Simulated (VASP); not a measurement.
# P (Imma) in VASP: single point with PBEsol

Aim: the single point of P with PBEsol.

Everything below comes from runs of VASP 6.6.1. Logs are shortened: lines on timing, memory, paths and dates and some standing lists are left out, and cuts for length are marked.

## (1) The cell of the first run

It takes space group Imma (No. 74, orthorhombic). Conventional cell: a = 3.413 Å, b = 4.848 Å, c = 3.440 Å, α = 90.00°, β = 90.00°, γ = 90.00°. Within 3.0 Å of P (site symmetry mm2) lie 6 P at 2.31 to 2.55 Å.

## (2) Single point, PBEsol

Input file POSCAR:

```
P
1.0
   -1.7067091301      2.4241684268      1.7201900328
    1.7067091301     -2.4241684268      1.7201900328
    1.7067091301      2.4241684268     -1.7201900328
P
2
Direct
    0.7744344120      0.0244344120      0.7500000000
    0.2255655880      0.9755655880      0.2500000000
```

Input file INCAR.step1:

```
SYSTEM = P
  PREC = Accurate
  ENCUT = 520
  EDIFF = 1E-7
  ISMEAR = 0
  SIGMA = 0.1
  LREAL = .False.
  LASPH = .True.
  NELM = 80
  ALGO = Normal
  ISIF = 2
  LWAVE = .False.
  LCHARG = .True.
  GGA = PS
  NBANDS = 12
```

Input file KPOINTS.step1:

```
Automatic mesh
0
Gamma
  18 18 18
  0 0 0
```

Input file INCAR.step2:

```
SYSTEM = P
  PREC = Accurate
  ENCUT = 520
  EDIFF = 1E-7
  ISMEAR = -5
  SIGMA = 0.1
  LREAL = .False.
  LASPH = .True.
  NELM = 80
  ALGO = Normal
  ISIF = 2
  LWAVE = .False.
  LCHARG = .False.
  GGA = PS
  LORBIT = 11
  NBANDS = 12
  NEDOS = 2001
  ICHARG = 11
```

Input file KPOINTS.step2:

```
Automatic mesh
0
Gamma
  27 27 27
  0 0 0
```

Potentials or basis: VASP PAW PBE potentials, release 64 (P).

Command:

```
$ cat potpaw_PBE.64/P/POTCAR > POTCAR
$ cp INCAR.step1 INCAR
$ cp KPOINTS.step1 KPOINTS
$ mpirun -np 1 vasp_std > vasp.out
$ cp INCAR.step2 INCAR
$ cp KPOINTS.step2 KPOINTS
$ mpirun -np 1 vasp_std > vasp.out
```

OUTCAR:

```text
SYSTEM = P
   PREC = Accurate
   ENCUT = 520
   EDIFF = 1E-7
   ISMEAR = -5
   LREAL = .False.
   LASPH = .True.
   NELM = 80
   ISIF = 2
   GGA = PS
   LORBIT = 11
   ICHARG = 11

 ion  position               nearest neighbor table
   1  0.774  0.024  0.750-   2 2.31   2 2.31   2 2.43   2 2.43   2 2.55   2 2.55
   2  0.226  0.976  0.250-   1 2.31   1 2.31   1 2.43   1 2.43   1 2.55   1 2.55

  LATTYP: Found a body centered orthorhombic cell.
 ALAT       =     3.4134182602
 B/A-ratio  =     1.0078987699
 C/A-ratio  =     1.4203758473

  Lattice vectors:

 A1 = (   1.7067091301,  -2.4241684268,  -1.7201900328)
 A2 = (  -1.7067091301,  -2.4241684268,   1.7201900328)
 A3 = (  -1.7067091301,   2.4241684268,  -1.7201900328)

Analysis of symmetry for initial positions (statically):
=====================================================================
 Subroutine PRICEL returns:
 Original cell was already a primitive cell.

 Routine SETGRP: Setting up the symmetry group for a
 body centered orthorhombic supercell.

 Subroutine GETGRP returns: Found  8 space group operations
 (whereof  4 operations were pure point group operations)
 out of a pool of  8 trial point group operations.

The static configuration has the point symmetry C_2h.
 The point group associated with its full space group is D_2h.

Analysis of symmetry for dynamics (positions and initial velocities):
=====================================================================
 Subroutine PRICEL returns:
 Original cell was already a primitive cell.

 Routine SETGRP: Setting up the symmetry group for a
 body centered orthorhombic supercell.

 Subroutine GETGRP returns: Found  8 space group operations
 (whereof  4 operations were pure point group operations)
 out of a pool of  8 trial point group operations.

The dynamic configuration has the point symmetry C_2h.
 The point group associated with its full space group is D_2h.

 Subroutine INISYM returns: Found  8 space group operations
 (whereof  4 operations are pure point group operations),
 and found     1 'primitive' translations

----------------------------------------------------------------------------------------

                                     Primitive cell

  volume of cell :      28.4681

  direct lattice vectors                    reciprocal lattice vectors
    -1.706709130  2.424168427  1.720190033     0.000000000  0.206256296  0.290665560
     1.706709130 -2.424168427  1.720190033     0.292961461  0.000000000  0.290665560
     1.706709130  2.424168427 -1.720190033     0.292961461  0.206256296  0.000000000

  length of vectors
     3.427608841  3.427608841  3.427608841     0.356410055  0.412689818  0.358284910

  position of ions in fractional coordinates (direct lattice)
     0.774434412  0.024434412  0.750000000
     0.225565588  0.975565588  0.250000000

  ion indices of the primitive-cell ions
   primitive index   ion index
                 1           1
                 2           2

----------------------------------------------------------------------------------------

 KPOINTS: Automatic mesh

Automatic generation of k-mesh.
 Grid dimensions read from file:
 generate k-points for:   27   27   27

 Generating k-lattice:

  Cartesian coordinates                     Fractional coordinates (reciprocal lattice)
     0.000000000  0.007639122  0.010765391     0.037037037  0.000000000 -0.000000000
     0.010850424  0.000000000  0.010765391     0.000000000  0.037037037 -0.000000000
     0.010850424  0.007639122  0.000000000     0.000000000  0.000000000  0.037037037

  Length of vectors
     0.013200372  0.015284808  0.013269811

  Shift w.r.t. Gamma in fractional coordinates (k-lattice)
     0.000000000  0.000000000  0.000000000

 TETIRR: Found  49466 inequivalent tetrahedra from   118098

 Subroutine IBZKPT returns following result:
 ===========================================

 Found   2744 irreducible k-points:

 Following reciprocal coordinates:
            Coordinates               Weight
  0.000000  0.000000  0.000000      1.000000
  0.037037  0.000000 -0.000000      4.000000
  0.074074  0.000000 -0.000000      4.000000
  0.111111  0.000000 -0.000000      4.000000
  0.148148  0.000000 -0.000000      4.000000
  0.185185  0.000000 -0.000000      4.000000
[... 16 lines left out ...]
  0.296296  0.037037  0.000000      8.000000
  0.333333  0.037037 -0.000000      8.000000
 [... further k-points ...]
   k-points           NKPTS =   2744   k-points in BZ     NKDIM =   2744   number of bands    NBANDS=     12
   number of dos      NEDOS =   2001   number of ions     NIONS =      2
   total plane-waves  NPLWV =  21952
   dimension x,y,z NGX =    28 NGY =   28 NGZ =   28
   dimension x,y,z NGXF=    56 NGYF=   56 NGZF=   56
   ions per type =               2
   NGX,Y,Z   is equivalent  to a cutoff of  13.58, 13.58, 13.58 a.u.
   NGXF,Y,Z  is equivalent  to a cutoff of  27.16, 27.16, 27.16 a.u.
 SYSTEM =  P
   PREC   = accura    normal or accurate (medium, high low for compatibility)
   ISTART =      0    job   : 0-new  1-cont  2-samecut
   ICHARG =     11    charge: 1-file 2-atom 10-const
   ISPIN  =      1    spin polarized calculation?
   LNONCOLLINEAR =      F non collinear calculations
   LSORBIT =      F    spin-orbit coupling
   LASPH  =      T    aspherical Exc in radial PAW
   ENCUT  =  520.0 eV  38.22 Ry    6.18 a.u.   6.37  6.37  6.37*2*pi/ulx,y,z
   NELM   =     80;   NELMIN=  2; NELMDL=  0     # of ELM steps
   EDIFF  = 0.1E-06   stopping-criterion for ELM
   LREAL  =      F    real-space projection
   EDIFFG = 0.1E-05   stopping-criterion for IOM
   NSW    =      0    number of steps for IOM
   IBRION =     -1    ionic relax: 0-MD 1-quasi-New 2-CG
   NFREE  =      0    steps in history (QN), initial steepest desc. (CG)
   ISIF   =      2    stress and relaxation
   ISYM   =      2    0-nonsym 1-usesym 2-fastsym
   POTIM  = 0.5000    time-step for ionic-motion
   TEBEG  =    0.0;   TEEND  =   0.0 temperature during run
   PSTRESS=    0.0 pullay stress
   NELECT =      10.0000    total number of electrons
   NUPDOWN=      -1.0000    fix difference up-down
   EMIN   =  10.00;   EMAX   =-10.00  energy-range for DOS
   EFERMI =   0.00;   METHOD = LEGACY
   ISMEAR =    -5;   SIGMA  =   0.10  broadening in eV -4-tet -1-fermi 0-gaus
   EFERMI_NEDOS =   21; number of points for ismear=-14 and -15
   IALGO  =     38    algorithm
   IMIX   =      4    mixing-type and parameters
     AMIX     =   0.40;   BMIX     =  1.00
     AMIX_MAG =   1.60;   BMIX_MAG =  1.00
  volume/ion in A,a.u.               =      14.23        96.06
  Fermi-wavevector in a.u.,A,eV,Ry     =   1.155106  2.182834 18.153851  1.334270
  Thomas-Fermi vector in A             =   2.291737
   LORBIT       =     11    0 simple, 1 ext, 2 COOP (PROOUT), +10 PAW based schemes
   GGA     = PS    functional components
   LHFCALC =     F    Hartree Fock is set to
   AEXX    =    0.0000 exact exchange contribution
   IVDW    =     0    specifies the selected vdW correction
   LEPSILON=     F    determine dielectric tensor
   LRPA    =     F    only Hartree local field effects (RPA)
 non-spin polarized calculation
 Fermi weights with tetrahedron method with Bloechl corrections
  energy-cutoff  :      520.00
  volume of cell :       28.47
 maximum number of plane-waves:       781
 NGX is ok and might be reduce to    28

 number of electron      10.0000000 magnetization

 Free energy of the ion-electron system (eV)
  ---------------------------------------------------
  ext. energy  EPLUGINS =         0.00000000
  ---------------------------------------------------
  free energy    TOTEN  =       -11.56092357 eV

  energy without entropy =      -11.56092357  energy(sigma->0) =      -11.56092357

 E-fermi :  10.1895     XC(G=0): -11.4657

 val. band max:       10.3126629883   @ k =  -0.2963  -0.0370   0.0370
 cond. band min:      10.0133440448   @ k =   0.4074   0.3333   0.1111
 fundamental gap:     -0.2993189435
 Fermi energy:        10.1894878432

 k-point     1 :       0.0000    0.0000    0.0000
  band No.  band energies     occupation
      1      -6.8643      2.00000
      2       7.5768      2.00000
      3       7.6855      2.00000
      4       7.8172      2.00000
      5       8.5742      2.00000
      6      13.5955      0.00000
      7      13.6415      0.00000
      8      14.5231      0.00000
      9      15.0762      0.00000
     10      15.8937      0.00000
     11      15.9763      0.00000
     12      16.8191      0.00000

 k-point     2 :       0.0370    0.0000   -0.0000
  band No.  band energies     occupation
      1      -6.8407      2.00000
      2       7.2619      2.00000
      3       7.5703      2.00000
      4       7.7730      2.00000
      5       8.9612      2.00000
      6      13.5816      0.00000
      7      13.6382      0.00000
      8      14.5691      0.00000
      9      14.7969      0.00000
     10      15.5987      0.00000
     11      15.9231      0.00000
     12      17.2550      0.00000

 k-point     3 :       0.0741    0.0000   -0.0000
  band No.  band energies     occupation
      1      -6.7698      2.00000
      2       6.4970      2.00000
      3       7.5523      2.00000
      4       7.7536      2.00000
      5       9.5008      2.00000
      6      13.4486      0.00000
      7      13.6697      0.00000
      8      14.2044      0.00000
      9      14.7410      0.00000
     10      15.2448      0.00000
     11      15.8379      0.00000
     12      17.9698      0.00000
[... 286 lines left out ...]
 k-point    23 :       0.2963    0.0370    0.0000
  band No.  band energies     occupation
      1      -5.0935      2.00000
      2       0.9310      2.00000
      3       7.2582      2.00000
      4       7.7653      2.00000
      5       9.8068      2.04386
      6      10.8414     -0.00765
      7      11.0528      0.00000
      8      12.9612      0.00000
      9      17.1061      0.00000
     10      18.4144      0.00000
     11      18.5253      0.00000
     12      24.0902      0.00000

 k-point    24 :       0.3333    0.0370   -0.0000
  band No.  band energies     occupation
      1      -4.6777      2.00000
      2       0.1712      2.00000
      3       7.3018      2.00000
      4       7.8154      2.00000
      5       9.4667      2.00432
      6      10.4669     -0.06066
      7      11.0640      0.00000
      8      12.6862      0.00000
      9      17.8448      0.00000
     10      19.1687      0.00000
     11      19.2964      0.00000
     12      25.1150      0.00000

 [... further k-points ...]

------------------------ aborting loop because EDIFF is reached ----------------------------------------

  FORCE on cell =-STRESS in cart. coord.  units (eV):
  Direction    XX          YY          ZZ          XY          YZ          ZX
  --------------------------------------------------------------------------------------
  -------------------------------------------------------------------------------------
  Total        0.3416588      0.3475872      0.3763633      0.0000000     -0.0000000      0.0000000
  in kB       19.2284601     19.5621068     21.1816194      0.0000000     -0.0000000      0.0000000
  external PRESSURE =      19.9907288 kB  Pullay stress =       0.0000000 kB

 VOLUME and BASIS-vectors are now :
 -----------------------------------------------------------------------------
  energy-cutoff  :      520.00
  volume of cell :       28.47
      direct lattice vectors                 reciprocal lattice vectors
    -1.706709130  2.424168427  1.720190033     0.000000000  0.206256296  0.290665560
     1.706709130 -2.424168427  1.720190033     0.292961461  0.000000000  0.290665560
     1.706709130  2.424168427 -1.720190033     0.292961461  0.206256296  0.000000000

 POSITION                                       TOTAL-FORCE (eV/Angst)
 -----------------------------------------------------------------------------------
      0.00000      3.63625      0.08406         0.000000      0.000000      0.007510
      1.70671     -1.21208      1.63613        -0.000000     -0.000000     -0.007510
 -----------------------------------------------------------------------------------
    total drift:                               -0.000000     -0.000000      0.000000

  FREE ENERGIE OF THE ION-ELECTRON SYSTEM (eV)
  ---------------------------------------------------
  free  energy   TOTEN  =       -11.5609235687 eV

  energy  without entropy=      -11.5609235687  energy(sigma->0) =      -11.56092357

 total charge

# of ion       s       p       d       tot
------------------------------------------
    1        1.066   1.347   0.000   2.413
    2        1.066   1.347   0.000   2.413
--------------------------------------------------
tot          2.132   2.695   0.000   4.827
```

Wall time 5.4 min (1 thread of Intel Xeon 6975P-C (Granite Rapids), shared host); peak memory 0.84 GiB.

What came out:

- Valence electrons inside the program's atomic spheres: P 2.41

Caveat: the PAW data sets were made with another functional, which shifts forces and pressure a little.
